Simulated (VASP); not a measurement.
# MgO (P-6m2) in VASP: a series of runs

Runs on MgO. Level: PBE-based screened hybrid with 25 % exact exchange. Tasks: single point.

Everything below comes from runs of VASP 6.6.1. Logs are shortened: lines on timing, memory, paths and dates and some standing lists are left out, and cuts for length are marked.

## 1. The cell of the first run

The structure is hexagonal, space group P-6m2 (No. 187). Conventional cell: a = 2.938 Å, b = 2.938 Å, c = 2.680 Å, α = 90.00°, β = 90.00°, γ = 120.00°. Within 3.0 Å of Mg (site symmetry -6m2) lie 6 O at 2.16 Å and 8 Mg at 2.68 to 2.94 Å. Within 3.0 Å of O (site symmetry -6m2) lie 6 Mg at 2.16 Å and 8 O at 2.68 to 2.94 Å.

## 2. Single point, PBE-based screened hybrid with 25 % exact exchange

The input, POSCAR:

```
MgO
1.0
    2.9380209034      0.0000000000      0.0000000000
   -1.4690104517      2.5444007392      0.0000000000
    0.0000000000      0.0000000000      2.6796800000
Mg O
1 1
Direct
    0.0000000000      0.0000000000      0.0000000000
    0.3333333333      0.6666666667      0.5000000000
```

The input, INCAR.step1:

```
ALGO = Normal ; EDIFF = 1E-5
ENCUT = 520 ; GGA = PE
ISIF = 2 ; ISMEAR = -1
LASPH = True ; LCHARG = False
LREAL = False ; LWAVE = True
NBANDS = 11 ; NELM = 80
PREC = Accurate ; SIGMA = 0.05
```

The input, INCAR.step2:

```
AEXX = 0.25 ; ALGO = Normal
EDIFF = 1E-6 ; ENCUT = 520
GGA = PE ; HFSCREEN = 0.1
ISIF = 2 ; ISMEAR = -1
ISTART = 1 ; LASPH = True
LCHARG = False ; LHFCALC = True
LREAL = False ; LWAVE = False
NBANDS = 11 ; NELM = 80
PREC = Accurate ; PRECFOCK = Normal
SIGMA = 0.05
```

The input, KPOINTS:

```
k-points
0
Gamma
  5 5 5
```

Potentials or basis: VASP PAW PBE potentials, release 64 (Mg, O).

The run is started by

```bash
> cat potpaw_PBE.64/Mg/POTCAR potpaw_PBE.64/O/POTCAR > POTCAR
> cp INCAR.step1 INCAR
> mpirun -np 1 vasp_std > vasp.out
> cp INCAR.step2 INCAR
> mpirun -np 1 vasp_std > vasp.out
```

OUTCAR:

```text
AEXX = 0.25
   EDIFF = 1E-6
   ENCUT = 520
   GGA = PE
   HFSCREEN = 0.1
   ISIF = 2
   ISMEAR = -1
   ISTART = 1
   LASPH = True
   LHFCALC = True
   LREAL = False
   NELM = 80
   PREC = Accurate
   PRECFOCK = Normal

 ion  position               nearest neighbor table
   1  0.000  0.000  0.000-   2 2.16   2 2.16   2 2.16   2 2.16   2 2.16   2 2.16
   2  0.333  0.667  0.500-   1 2.16   1 2.16   1 2.16   1 2.16   1 2.16   1 2.16

  LATTYP: Found a hexagonal cell.
 ALAT       =     2.9380209034
 C/A-ratio  =     0.9120697531

  Lattice vectors:

 A1 = (   2.9380209034,   0.0000000000,   0.0000000000)
 A2 = (  -1.4690104517,   2.5444007392,   0.0000000000)
 A3 = (   0.0000000000,   0.0000000000,   2.6796800000)

Analysis of symmetry for initial positions (statically):
=====================================================================
 Subroutine PRICEL returns:
 Original cell was already a primitive cell.

 Routine SETGRP: Setting up the symmetry group for a
 hexagonal supercell.

 Subroutine GETGRP returns: Found 12 space group operations
 (whereof 12 operations were pure point group operations)
 out of a pool of 24 trial point group operations.

The static configuration has the point symmetry D_3h.

Analysis of symmetry for dynamics (positions and initial velocities):
=====================================================================
 Subroutine PRICEL returns:
 Original cell was already a primitive cell.

 Routine SETGRP: Setting up the symmetry group for a
 hexagonal supercell.

 Subroutine GETGRP returns: Found 12 space group operations
 (whereof 12 operations were pure point group operations)
 out of a pool of 24 trial point group operations.

The dynamic configuration has the point symmetry D_3h.

 Subroutine INISYM returns: Found 12 space group operations
 (whereof 12 operations are pure point group operations),
 and found     1 'primitive' translations

----------------------------------------------------------------------------------------

                                     Primitive cell

  volume of cell :      20.0320

  direct lattice vectors                    reciprocal lattice vectors
     2.938020903  0.000000000  0.000000000     0.340365175  0.196509926  0.000000000
    -1.469010452  2.544400739  0.000000000     0.000000000  0.393019851  0.000000000
     0.000000000  0.000000000  2.679680000     0.000000000  0.000000000  0.373178887

  length of vectors
     2.938020903  2.938020903  2.679680000     0.393019851  0.393019851  0.373178887

  position of ions in fractional coordinates (direct lattice)
     0.000000000  0.000000000  0.000000000
     0.333333333  0.666666667  0.500000000

  ion indices of the primitive-cell ions
   primitive index   ion index
                 1           1
                 2           2

----------------------------------------------------------------------------------------

 KPOINTS: k-points

Automatic generation of k-mesh.
 Grid dimensions read from file:
 generate k-points for:    5    5    5

 Generating k-lattice:

  Cartesian coordinates                     Fractional coordinates (reciprocal lattice)
     0.068073035  0.039301985  0.000000000     0.200000000 -0.000000000  0.000000000
     0.000000000  0.078603970  0.000000000     0.000000000  0.200000000  0.000000000
     0.000000000  0.000000000  0.074635777     0.000000000  0.000000000  0.200000000

  Length of vectors
     0.078603970  0.078603970  0.074635777

  Shift w.r.t. Gamma in fractional coordinates (k-lattice)
     0.000000000  0.000000000  0.000000000

 Subroutine IBZKPT returns following result:
 ===========================================

 Found     15 irreducible k-points:

 Following reciprocal coordinates:
            Coordinates               Weight
  0.000000  0.000000  0.000000      1.000000
  0.200000  0.000000  0.000000      6.000000
  0.400000  0.000000  0.000000      6.000000
  0.200000  0.200000  0.000000      6.000000
  0.400000  0.200000  0.000000      6.000000
  0.000000  0.000000  0.200000      2.000000
  0.200000  0.000000  0.200000     12.000000
  0.400000  0.000000  0.200000     12.000000
  0.200000  0.200000  0.200000     12.000000
  0.400000  0.200000  0.200000     12.000000
  0.000000  0.000000  0.400000      2.000000
  0.200000  0.000000  0.400000     12.000000
  0.400000  0.000000  0.400000     12.000000
  0.200000  0.200000  0.400000     12.000000
  0.400000  0.200000  0.400000     12.000000
   k-points           NKPTS =     15   k-points in BZ     NKDIM =    125   number of bands    NBANDS=     11
   number of dos      NEDOS =    301   number of ions     NIONS =      2
   total plane-waves  NPLWV =  11520
   dimension x,y,z NGX =    24 NGY =   24 NGZ =   20
   dimension x,y,z NGXF=    48 NGYF=   48 NGZF=   40
   ions per type =               1   1
   NGX,Y,Z   is equivalent  to a cutoff of  13.58, 13.58, 12.41 a.u.
   NGXF,Y,Z  is equivalent  to a cutoff of  27.16, 27.16, 24.82 a.u.
 SYSTEM =  unknown system
   PREC   = accura    normal or accurate (medium, high low for compatibility)
   ISTART =      1    job   : 0-new  1-cont  2-samecut
   ICHARG =      0    charge: 1-file 2-atom 10-const
   ISPIN  =      1    spin polarized calculation?
   LNONCOLLINEAR =      F non collinear calculations
   LSORBIT =      F    spin-orbit coupling
   LASPH  =      T    aspherical Exc in radial PAW
   ENCUT  =  520.0 eV  38.22 Ry    6.18 a.u.   5.46  5.46  4.98*2*pi/ulx,y,z
   NELM   =     80;   NELMIN=  2; NELMDL=  0     # of ELM steps
   EDIFF  = 0.1E-05   stopping-criterion for ELM
   LREAL  =      F    real-space projection
   EDIFFG = 0.1E-04   stopping-criterion for IOM
   NSW    =      0    number of steps for IOM
   IBRION =     -1    ionic relax: 0-MD 1-quasi-New 2-CG
   NFREE  =      0    steps in history (QN), initial steepest desc. (CG)
   ISIF   =      2    stress and relaxation
   ISYM   =      3    0-nonsym 1-usesym 2-fastsym
   POTIM  = 0.5000    time-step for ionic-motion
   TEBEG  =    0.0;   TEEND  =   0.0 temperature during run
   PSTRESS=    0.0 pullay stress
   NELECT =       8.0000    total number of electrons
   NUPDOWN=      -1.0000    fix difference up-down
   EMIN   =  10.00;   EMAX   =-10.00  energy-range for DOS
   EFERMI =   0.00;   METHOD = LEGACY
   ISMEAR =    -1;   SIGMA  =   0.05  broadening in eV -4-tet -1-fermi 0-gaus
   EFERMI_NEDOS =   21; number of points for ismear=-14 and -15
   IALGO  =     38    algorithm
   IMIX   =      1    mixing-type and parameters
     AMIX     =   0.40;   BMIX     =  1.00
     AMIX_MAG =   1.60;   BMIX_MAG =  1.00
  volume/ion in A,a.u.               =      10.02        67.59
  Fermi-wavevector in a.u.,A,eV,Ry     =   1.205583  2.278221 19.775115  1.453430
  Thomas-Fermi vector in A             =   2.341275
   LORBIT       =      0    0 simple, 1 ext, 2 COOP (PROOUT), +10 PAW based schemes
   GGA     = PE    functional components
   LHFCALC =     T    Hartree Fock is set to
   PRECFOCK=normal    Normal, Fast or Accurate (Low or Medium for compatibility)
   ENCUT4O =  -1.0   cutoff for four orbital integrals eV
   NKREDX  =     1    reduce k-point grid by
   NKREDY  =     1    reduce k-point grid by
   NKREDZ  =     1    reduce k-point grid by
   AEXX    =    0.2500 exact exchange contribution
   HFSCREEN=    0.1000 screening length (either q_TF or 0.3 A-1)
   HFSCREENC=   0.1000 screening length for correlation (either q_TF or 0.3 A-1)
   ENCUTFOCK=  -1.0 apply spherical cutoff to Coloumb kernel
   IVDW    =     0    specifies the selected vdW correction
   LEPSILON=     F    determine dielectric tensor
   LRPA    =     F    only Hartree local field effects (RPA)
 non-spin polarized calculation
  energy-cutoff  :      520.00
  volume of cell :       20.03
 maximum number of plane-waves:       562
 NGX is ok and might be reduce to    24
  NGX = 18; NGY = 18; NGZ = 16

 number of electron       7.9999996 magnetization

 Free energy of the ion-electron system (eV)
  ---------------------------------------------------
  ext. energy  EPLUGINS =         0.00000000
  ---------------------------------------------------
  free energy    TOTEN  =       -13.76039717 eV

  energy without entropy =      -13.76039717  energy(sigma->0) =      -13.76039717

 E-fermi :   3.0552     XC(G=0):  -8.6310

 val. band max:        1.9009453138   @ k =   0.4000   0.2000   0.0000
 cond. band min:       6.8374510554   @ k =   0.0000   0.0000   0.0000
 fundamental gap:      4.9365057415
 Fermi energy:         3.0552380392

 k-point     1 :       0.0000    0.0000    0.0000
  band No.  band energies     occupation
      1     -17.1109      2.00000
      2       1.2909      2.00000
      3       1.2909      2.00000
      4       1.4914      2.00000
      5       6.8375      0.00000
      6      15.9820      0.00000
      7      19.7927      0.00000
      8      19.7927      0.00000
      9      24.0949      0.00000
     10      25.4868      0.00000
     11      27.1658      0.00000

 k-point     2 :       0.2000    0.0000    0.0000
  band No.  band energies     occupation
      1     -16.7685      2.00000
      2      -0.7119      2.00000
      3       1.0012      2.00000
      4       1.6161      2.00000
      5       8.7051      0.00000
      6      15.5835      0.00000
      7      18.0538      0.00000
      8      20.8075      0.00000
      9      24.7300      0.00000
     10      25.4393      0.00000
     11      27.8676      0.00000

 k-point     3 :       0.4000    0.0000    0.0000
  band No.  band energies     occupation
      1     -16.1433      2.00000
      2      -2.9566      2.00000
      3       0.5726      2.00000
      4       1.8306      2.00000
      5      10.4262      0.00000
      6      14.7222      0.00000
      7      17.6681      0.00000
      8      22.1880      0.00000
      9      23.4061      0.00000
     10      25.8563      0.00000
     11      29.7476      0.00000
[... 141 lines left out ...]
 k-point    14 :       0.2000    0.2000    0.4000
  band No.  band energies     occupation
      1     -15.4923      2.00000
      2      -2.1851      2.00000
      3      -0.9038      2.00000
      4       0.6752      2.00000
      5      10.8591      0.00000
      6      16.1340      0.00000
      7      17.2283      0.00000
      8      19.0168      0.00000
      9      20.8859      0.00000
     10      25.7606      0.00000
     11      28.2566      0.00000

 k-point    15 :       0.4000    0.2000    0.4000
  band No.  band energies     occupation
      1     -15.2478      2.00000
      2      -1.6465      2.00000
      3      -1.5049      2.00000
      4       0.0243      2.00000
      5      10.3758      0.00000
      6      15.4482      0.00000
      7      17.4501      0.00000
      8      19.2245      0.00000
      9      20.8243      0.00000
     10      26.0862      0.00000
     11      28.3111      0.00000

------------------------ aborting loop because EDIFF is reached ----------------------------------------

  FORCE on cell =-STRESS in cart. coord.  units (eV):
  Direction    XX          YY          ZZ          XY          YZ          ZX
  --------------------------------------------------------------------------------------
  -------------------------------------------------------------------------------------
  Total       -0.7164331     -0.7164331     -0.8917861      0.0000000      0.0000000     -0.0000000
  in kB      -57.3010935    -57.3010935    -71.3260163      0.0000000      0.0000000     -0.0000000
  external PRESSURE =     -61.9760678 kB  Pullay stress =       0.0000000 kB

 VOLUME and BASIS-vectors are now :
 -----------------------------------------------------------------------------
  energy-cutoff  :      520.00
  volume of cell :       20.03
      direct lattice vectors                 reciprocal lattice vectors
     2.938020903  0.000000000  0.000000000     0.340365175  0.196509926  0.000000000
    -1.469010452  2.544400739  0.000000000     0.000000000  0.393019851  0.000000000
     0.000000000  0.000000000  2.679680000     0.000000000  0.000000000  0.373178887

 POSITION                                       TOTAL-FORCE (eV/Angst)
 -----------------------------------------------------------------------------------
      0.00000      0.00000      0.00000         0.000000      0.000000      0.000000
     -0.00000      1.69627      1.33984        -0.000000     -0.000000      0.000000
 -----------------------------------------------------------------------------------
    total drift:                               -0.000001      0.000000      0.000000

  FREE ENERGIE OF THE ION-ELECTRON SYSTEM (eV)
  ---------------------------------------------------
  free  energy   TOTEN  =       -13.7603971740 eV

  energy  without entropy=      -13.7603971740  energy(sigma->0) =      -13.76039717
```

Wall time 5.8 min (1 thread of AMD EPYC 7R13, shared host); peak memory 0.21 GiB.

What came out:

| Quantity | Value |
| --- | --- |
| Free energy | -13.7604 eV |
| Pressure | -6.2 GPa |
| Band gap on the k mesh | 4.94 eV (least direct gap 5.35 eV) |

Stress tensor (GPa, compression positive):
```
-5.73  0.00  0.00
 0.00 -5.73  0.00
 0.00  0.00 -7.13
```

Caveat: the k points lie up to 0.49 Å⁻¹ apart; the PAW data sets were made with another functional, which shifts forces and pressure a little.

## 3. Single point, PBE-based screened hybrid with 25 % exact exchange

POSCAR is that of step 2.

The input, INCAR.step1:

```
SYSTEM = MgO
PREC = Accurate
ENCUT = 520
EDIFF = 1E-5
ISMEAR = -1
SIGMA = 0.05
LREAL = .FALSE.
LASPH = .TRUE.
NELM = 80
ALGO = Normal
ISIF = 2
LWAVE = .TRUE.
LCHARG = .FALSE.
GGA = PE
NBANDS = 11
```

The input, INCAR.step2:

```
SYSTEM = MgO
PREC = Accurate
ENCUT = 520
EDIFF = 1E-6
ISMEAR = -1
SIGMA = 0.05
LREAL = .FALSE.
LASPH = .TRUE.
NELM = 80
ALGO = Normal
ISIF = 2
LWAVE = .FALSE.
LCHARG = .FALSE.
GGA = PE
LHFCALC = .TRUE.
AEXX = 0.25
HFSCREEN = 0.15
PRECFOCK = Normal
ISTART = 1
NBANDS = 11
```

The input, KPOINTS:

```
regular mesh
0
G
  5 5 5
  0 0 0
```

Potentials or basis: VASP PAW PBE potentials, release 64 (Mg, O).

The run is started by

```bash
> cat potpaw_PBE.64/Mg/POTCAR potpaw_PBE.64/O/POTCAR > POTCAR
> cp INCAR.step1 INCAR
> mpirun -np 1 vasp_std > vasp.out
> cp INCAR.step2 INCAR
> mpirun -np 1 vasp_std > vasp.out
```

Run time: 5.6 min. Hardware: 1 thread of AMD EPYC 7R13, shared host; peak memory 0.21 GiB.

It converged, with:

```
Free energy            : -13.6175 eV
Pressure               : -6.1 GPa
Band gap on the k mesh : 4.75 eV (least direct gap 5.17 eV)
```

Stress tensor (GPa, compression positive):
```
-5.65  0.00  0.00
 0.00 -5.65  0.00
 0.00  0.00 -7.09
```

Levels at points of the mesh, in eV from the valence-band top:
| k point | band 2 | band 3 | band 4 | band 5 | band 6 | band 7 |
| --- | --- | --- | --- | --- | --- | --- |
| (0.00, 0.00, 0.00) | -0.61 | -0.61 | -0.41 | 4.75 | 13.89 | 17.70 |

Caveat: the k points lie up to 0.49 Å⁻¹ apart; the PAW data sets were made with another functional, which shifts forces and pressure a little.

[end of part 1 of 2]
